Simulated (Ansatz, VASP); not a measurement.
# Hf: VASP beside Ansatz

```xyz
1
Lattice="-1.7550 1.7550 1.7550 1.7550 -1.7550 1.7550 1.7550 1.7550 -1.7550" Properties=species:S:1:pos:R:3 pbc="T T T"
Hf    0.0000    0.0000    0.0000
```

Alike in both runs: task relaxation of cell and atoms; functional PBEsol; k mesh 15 × 15 × 15; occupations fermi-dirac, width 0.08 eV; no spin polarisation.

|  | VASP | Ansatz |
| --- | --- | --- |
| version | VASP 6.6.1 | Ansatz 0.2.0 |
| potentials or method | VASP PAW PBE potentials, release 64 (Hf_pv) | PAW with Ansatz's default frozen-core files, scalar-relativistic |
| plane-wave cutoff (eV) | 600 | 420 |
| valence electrons in the cell | 10 | 26 |

```csv
,VASP,Ansatz,Ansatz less VASP
relaxed volume (Å³/atom),21.25,21.30,+0.056
relaxed cell length with the largest relative difference (Å),3.022,3.025,+0.0027
```

VASP's potentials were made for PBE, not for PBEsol. VASP's potentials hold 10 valence electrons a cell and Ansatz's 26, so a difference there can come from the potentials and not from the codes.

Neither program's run includes spin-orbit coupling.
